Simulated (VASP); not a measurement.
# Bi (P6/mmm) in VASP: further runs

Runs on Bi. Level: LDA. Tasks: single point, relaxation of cell and atoms.

All numbers are computed with VASP 6.6.1; they aren't measurements. Logs are shortened: lines on timing, memory, paths and dates and some standing lists are left out, and cuts for length are marked.

### Step 1. The cell of the first run

The structure is hexagonal, space group P6/mmm (No. 191). The conventional cell has a = 5.798 Å, b = 5.798 Å, c = 3.424 Å, α = 90.00°, β = 90.00°, γ = 120.00°. Bi (site symmetry 6/mmm) has 14 Bi at 3.42 to 3.76 Å within 4.5 Å. Within 4.4 Å of Bi (site symmetry -6m2) lie 11 Bi at 3.35 to 3.76 Å.

### Step 2. Single point, LDA (volume scaled by 1.12)

File INCAR:

```
SYSTEM = Bi
ALGO = Normal
EDIFF = 1E-6
ENCUT = 520
ISIF = 2
ISMEAR = -1
LASPH = .True.
LCHARG = .False.
LREAL = .False.
LWAVE = .False.
NBANDS = 30
NELM = 80
PREC = Accurate
SIGMA = 0.1
```

File KPOINTS:

```
k-points
0
Gamma
  8 8 11
  0 0 0
```

File POSCAR:

```
Bi
1.0
    5.7979248299      0.0000000000      0.0000000000
   -2.8989624150      5.0211501919      0.0000000000
    0.0000000000      0.0000000000      3.4242569144
Bi
3
Direct
    0.0000000000      1.0000000000      0.0000000000
    0.3333333333      0.6666666667      0.5000000000
    0.6666666667      0.3333333333      0.5000000000
```

Potentials or basis: VASP PAW LDA potentials, release 64 (Bi_d).

On the command line:

```console
$ cat potpaw_LDA.64/Bi_d/POTCAR > POTCAR
$ mpirun -np 1 vasp_std > vasp.out
```

OUTCAR:

```text
SYSTEM = Bi
   EDIFF = 1E-6
   ENCUT = 520
   ISIF = 2
   ISMEAR = -1
   LASPH = .True.
   LREAL = .False.
   NELM = 80
   PREC = Accurate

 ion  position               nearest neighbor table
   1  0.000  0.000  0.000-   2 3.76   3 3.76   2 3.76   3 3.76   3 3.76   3 3.76   2 3.76   2 3.76
                             3 3.76   3 3.76   2 3.76   2 3.76
   2  0.333  0.667  0.500-   3 3.35   3 3.35   3 3.35   1 3.76   1 3.76   1 3.76   1 3.76   1 3.76
                             1 3.76
   3  0.667  0.333  0.500-   2 3.35   2 3.35   2 3.35   1 3.76   1 3.76   1 3.76   1 3.76   1 3.76
                             1 3.76

  LATTYP: Found a hexagonal cell.
 ALAT       =     5.7979248299
 C/A-ratio  =     0.5906004329

  Lattice vectors:

 A1 = (   5.7979248299,   0.0000000000,   0.0000000000)
 A2 = (  -2.8989624150,   5.0211501919,   0.0000000000)
 A3 = (   0.0000000000,   0.0000000000,   3.4242569144)

Analysis of symmetry for initial positions (statically):
=====================================================================
 Subroutine PRICEL returns:
 Original cell was already a primitive cell.

 Routine SETGRP: Setting up the symmetry group for a
 hexagonal supercell.

 Subroutine GETGRP returns: Found 24 space group operations
 (whereof 24 operations were pure point group operations)
 out of a pool of 24 trial point group operations.

The static configuration has the point symmetry D_6h.

Analysis of symmetry for dynamics (positions and initial velocities):
=====================================================================
 Subroutine PRICEL returns:
 Original cell was already a primitive cell.

 Routine SETGRP: Setting up the symmetry group for a
 hexagonal supercell.

 Subroutine GETGRP returns: Found 24 space group operations
 (whereof 24 operations were pure point group operations)
 out of a pool of 24 trial point group operations.

The dynamic configuration has the point symmetry D_6h.

 Subroutine INISYM returns: Found 24 space group operations
 (whereof 24 operations are pure point group operations),
 and found     1 'primitive' translations

----------------------------------------------------------------------------------------

                                     Primitive cell

  volume of cell :      99.6878

  direct lattice vectors                    reciprocal lattice vectors
     5.797924830  0.000000000  0.000000000     0.172475503  0.099578778  0.000000000
    -2.898962415  5.021150192  0.000000000     0.000000000  0.199157556  0.000000000
     0.000000000  0.000000000  3.424256914     0.000000000  0.000000000  0.292034162

  length of vectors
     5.797924830  5.797924830  3.424256914     0.199157556  0.199157556  0.292034162

  position of ions in fractional coordinates (direct lattice)
     0.000000000  0.000000000  0.000000000
     0.333333333  0.666666667  0.500000000
     0.666666667  0.333333333  0.500000000

  ion indices of the primitive-cell ions
   primitive index   ion index
                 1           1
                 2           2
                 3           3

----------------------------------------------------------------------------------------

 KPOINTS: k-points

Automatic generation of k-mesh.
 Grid dimensions read from file:
 generate k-points for:    8    8   11

 Generating k-lattice:

  Cartesian coordinates                     Fractional coordinates (reciprocal lattice)
     0.021559438  0.012447347  0.000000000     0.125000000  0.000000000  0.000000000
     0.000000000  0.024894694  0.000000000     0.000000000  0.125000000  0.000000000
     0.000000000  0.000000000  0.026548560     0.000000000  0.000000000  0.090909091

  Length of vectors
     0.024894694  0.024894694  0.026548560

  Shift w.r.t. Gamma in fractional coordinates (k-lattice)
     0.000000000  0.000000000  0.000000000

 Subroutine IBZKPT returns following result:
 ===========================================

 Found     60 irreducible k-points:

 Following reciprocal coordinates:
            Coordinates               Weight
  0.000000  0.000000  0.000000      1.000000
  0.125000 -0.000000  0.000000      6.000000
  0.250000 -0.000000  0.000000      6.000000
  0.375000 -0.000000  0.000000      6.000000
  0.500000 -0.000000  0.000000      3.000000
  0.125000  0.125000  0.000000      6.000000
[... 16 lines left out ...]
  0.250000 -0.000000  0.181818     12.000000
  0.375000 -0.000000  0.181818     12.000000
 [... further k-points ...]
   k-points           NKPTS =     60   k-points in BZ     NKDIM =     60   number of bands    NBANDS=     30
   number of dos      NEDOS =    301   number of ions     NIONS =      3
   total plane-waves  NPLWV =  64512
   dimension x,y,z NGX =    48 NGY =   48 NGZ =   28
   dimension x,y,z NGXF=    96 NGYF=   96 NGZF=   56
   ions per type =               3
   NGX,Y,Z   is equivalent  to a cutoff of  13.76, 13.76, 13.59 a.u.
   NGXF,Y,Z  is equivalent  to a cutoff of  27.53, 27.53, 27.19 a.u.
 SYSTEM =  Bi
   PREC   = accura    normal or accurate (medium, high low for compatibility)
   ISTART =      0    job   : 0-new  1-cont  2-samecut
   ICHARG =      2    charge: 1-file 2-atom 10-const
   ISPIN  =      1    spin polarized calculation?
   LNONCOLLINEAR =      F non collinear calculations
   LSORBIT =      F    spin-orbit coupling
   LASPH  =      T    aspherical Exc in radial PAW
   ENCUT  =  520.0 eV  38.22 Ry    6.18 a.u.  10.78 10.78  6.37*2*pi/ulx,y,z
   NELM   =     80;   NELMIN=  2; NELMDL= -5     # of ELM steps
   EDIFF  = 0.1E-05   stopping-criterion for ELM
   LREAL  =      F    real-space projection
   EDIFFG = 0.1E-04   stopping-criterion for IOM
   NSW    =      0    number of steps for IOM
   IBRION =     -1    ionic relax: 0-MD 1-quasi-New 2-CG
   NFREE  =      0    steps in history (QN), initial steepest desc. (CG)
   ISIF   =      2    stress and relaxation
   ISYM   =      2    0-nonsym 1-usesym 2-fastsym
   POTIM  = 0.5000    time-step for ionic-motion
   TEBEG  =    0.0;   TEEND  =   0.0 temperature during run
   PSTRESS=    0.0 pullay stress
   NELECT =      45.0000    total number of electrons
   NUPDOWN=      -1.0000    fix difference up-down
   EMIN   =  10.00;   EMAX   =-10.00  energy-range for DOS
   EFERMI =   0.00;   METHOD = LEGACY
   ISMEAR =    -1;   SIGMA  =   0.10  broadening in eV -4-tet -1-fermi 0-gaus
   EFERMI_NEDOS =   21; number of points for ismear=-14 and -15
   IALGO  =     38    algorithm
   IMIX   =      4    mixing-type and parameters
     AMIX     =   0.40;   BMIX     =  1.00
     AMIX_MAG =   1.60;   BMIX_MAG =  1.00
  volume/ion in A,a.u.               =      33.23       224.24
  Fermi-wavevector in a.u.,A,eV,Ry     =   1.255832  2.373179 21.457947  1.577115
  Thomas-Fermi vector in A             =   2.389570
   LORBIT       =      0    0 simple, 1 ext, 2 COOP (PROOUT), +10 PAW based schemes
   GGA     = CA    functional components
   LHFCALC =     F    Hartree Fock is set to
   AEXX    =    0.0000 exact exchange contribution
   IVDW    =     0    specifies the selected vdW correction
   LEPSILON=     F    determine dielectric tensor
   LRPA    =     F    only Hartree local field effects (RPA)
 non-spin polarized calculation
  energy-cutoff  :      520.00
  volume of cell :       99.69
 maximum number of plane-waves:      2725
 NGX is ok and might be reduce to    48
   NGX = 21   NGY = 21   NGZ = 13

 number of electron      44.9999988 magnetization

 Free energy of the ion-electron system (eV)
  ---------------------------------------------------
  ext. energy  EPLUGINS =         0.00000000
  ---------------------------------------------------
  free energy    TOTEN  =       -13.18038053 eV

  energy without entropy =      -13.09844964  energy(sigma->0) =      -13.13941508

 E-fermi :   6.8545     XC(G=0): -10.2143

 val. band max:        6.8532194782   @ k =   0.3750   0.2500   0.2727
 cond. band min:       6.8773573638   @ k =   0.3750   0.1250   0.1818
 fundamental gap:      0.0241378856
 Fermi energy:         6.8545120739

 k-point     1 :       0.0000    0.0000    0.0000
  band No.  band energies     occupation
      1     -16.1243      2.00000
      2     -16.0649      2.00000
      3     -16.0406      2.00000
      4     -16.0406      2.00000
      5     -16.0345      2.00000
      6     -15.9811      2.00000
[... 22 lines left out ...]
     29      15.2766      0.00000
     30      17.0637      0.00000

 k-point     2 :       0.1250   -0.0000    0.0000
  band No.  band energies     occupation
      1     -16.1227      2.00000
      2     -16.0653      2.00000
      3     -16.0550      2.00000
      4     -16.0462      2.00000
      5     -16.0225      2.00000
      6     -15.9914      2.00000
[... 22 lines left out ...]
     29      15.9392      0.00000
     30      16.2284      0.00000

 k-point     3 :       0.2500   -0.0000    0.0000
  band No.  band energies     occupation
      1     -16.1186      2.00000
      2     -16.0741      2.00000
      3     -16.0664      2.00000
      4     -16.0582      2.00000
      5     -16.0168      2.00000
      6     -15.9981      2.00000
[... 22 lines left out ...]
     29      15.0151      0.00000
     30      15.5561      0.00000

 k-point     4 :       0.3750   -0.0000    0.0000
  band No.  band energies     occupation
      1     -16.1125      2.00000
      2     -16.0916      2.00000
      3     -16.0686      2.00000
      4     -16.0677      2.00000
      5     -16.0204      2.00000
      6     -16.0019      2.00000
[... 616 lines left out ...]
     29      14.2260      0.00000
     30      15.3437      0.00000

 k-point    23 :       0.2500   -0.0000    0.1818
  band No.  band energies     occupation
      1     -16.0762      2.00000
      2     -16.0595      2.00000
      3     -16.0541      2.00000
      4     -16.0186      2.00000
      5     -16.0168      2.00000
      6     -16.0047      2.00000
[... 22 lines left out ...]
     29      14.2703      0.00000
     30      15.6211      0.00000

 k-point    24 :       0.3750   -0.0000    0.1818
  band No.  band energies     occupation
      1     -16.0804      2.00000
      2     -16.0705      2.00000
      3     -16.0598      2.00000
      4     -16.0207      2.00000
      5     -16.0129      2.00000
      6     -15.9957      2.00000
[... 22 lines left out ...]
     29      14.2851      0.00000
     30      15.4094      0.00000

 [... further k-points ...]

------------------------ aborting loop because EDIFF is reached ----------------------------------------

  FORCE on cell =-STRESS in cart. coord.  units (eV):
  Direction    XX          YY          ZZ          XY          YZ          ZX
  --------------------------------------------------------------------------------------
  -------------------------------------------------------------------------------------
  Total       -3.4452172     -3.4452172     -3.1963860      0.0000000     -0.0000000      0.0000000
  in kB      -55.3713424    -55.3713424    -51.3721414      0.0000000     -0.0000000      0.0000000
  external PRESSURE =     -54.0382754 kB  Pullay stress =       0.0000000 kB

 VOLUME and BASIS-vectors are now :
 -----------------------------------------------------------------------------
  energy-cutoff  :      520.00
  volume of cell :       99.69
      direct lattice vectors                 reciprocal lattice vectors
     5.797924830  0.000000000  0.000000000     0.172475503  0.099578778  0.000000000
    -2.898962415  5.021150192  0.000000000     0.000000000  0.199157556  0.000000000
     0.000000000  0.000000000  3.424256914     0.000000000  0.000000000  0.292034162

 POSITION                                       TOTAL-FORCE (eV/Angst)
 -----------------------------------------------------------------------------------
      0.00000      0.00000      0.00000         0.000000      0.000000      0.000000
     -0.00000      3.34743      1.71213         0.000000      0.000000      0.000000
      2.89896      1.67372      1.71213        -0.000000      0.000000      0.000000
 -----------------------------------------------------------------------------------
    total drift:                               -0.000000      0.000000     -0.000000

  FREE ENERGIE OF THE ION-ELECTRON SYSTEM (eV)
  ---------------------------------------------------
  free  energy   TOTEN  =       -13.1803805288 eV

  energy  without entropy=      -13.0984496400  energy(sigma->0) =      -13.13941508
```

Run time: 56 s. Hardware: 1 thread of Intel Xeon 6975P-C (Granite Rapids), shared host; peak memory 0.27 GiB.

Results:

```yaml
Free_energy: -13.1804 eV
Pressure: -5.4 GPa
```

Levels at points of the mesh, in eV from the Fermi level:
| k point | band 20 | band 21 | band 22 | band 23 | band 24 | band 25 |
| --- | --- | --- | --- | --- | --- | --- |
| (0.00, 0.00, 0.00) | -3.22 | -2.99 | -2.99 | 1.62 | 4.49 | 4.49 |
| (0.50, 0.00, 0.00) | -1.47 | -1.30 | 1.05 | 1.40 | 1.80 | 3.06 |

Caveat: the cell differs from its parent crystal (volume scaled by 1.12); spin-orbit coupling is left out, which moves the levels of the heavy elements.

### Step 3. Single point, LDA

This run uses another cell than the first one, of 29.67 Å³/atom, 0.893 times its volume.

File INCAR:

```
PREC     = Accurate       # precision mode
ENCUT    = 520            # plane-wave cutoff, eV
EDIFF    = 1E-7           # SCF threshold, eV
ISMEAR   = -1             # smearing method
SIGMA    = 0.1            # smearing width, eV
LREAL    = F              # projectors in reciprocal space
LASPH    = T              # aspherical terms in the spheres
NELM     = 80             # most SCF steps
ALGO     = Normal         # electronic algorithm
ISIF     = 2              # what is computed and relaxed
LWAVE    = F              # write WAVECAR
LCHARG   = F              # write CHGCAR
GGA      = CA             # functional
NBANDS   = 30             # bands
```

File KPOINTS:

```
Automatic mesh
0
Gamma
  9 9 13
```

File POSCAR:

```
Bi
1.0
    5.5829864379      0.0000000000      0.0000000000
   -2.7914932190      4.8350080842      0.0000000000
    0.0000000000      0.0000000000      3.2973142070
Bi
3
Direct
    0.0000000000      1.0000000000      0.0000000000
    0.3333333333      0.6666666667      0.5000000000
    0.6666666667      0.3333333333      0.5000000000
```

Potentials or basis: VASP PAW LDA potentials, release 64 (Bi_d).

On the command line:

```console
$ cat potpaw_LDA.64/Bi_d/POTCAR > POTCAR
$ mpirun -np 1 vasp_std > vasp.out
```

Wall time 71 s (1 thread of Intel Xeon 6975P-C (Granite Rapids), shared host); peak memory 0.28 GiB.

It converged, with:

```yaml
Free_energy: -13.3823 eV
Pressure: 0.2 GPa
```

Stress tensor (GPa, compression positive):
```
0.05 0.00 0.00
0.00 0.05 0.00
0.00 0.00 0.35
```

Levels at points of the mesh, in eV from the Fermi level:
```csv
k point,band 18,band 19,band 20,band 21,band 22,band 23,band 24,band 25,band 26,band 27
"(0.00, 0.00, 0.00)",-9.99,-3.64,-3.64,-3.42,-3.42,1.80,5.30,5.30,5.89,5.90
```

Caveat: spin-orbit coupling is left out, which moves the levels of the heavy elements.

(Part 1 of 2 ends here.)
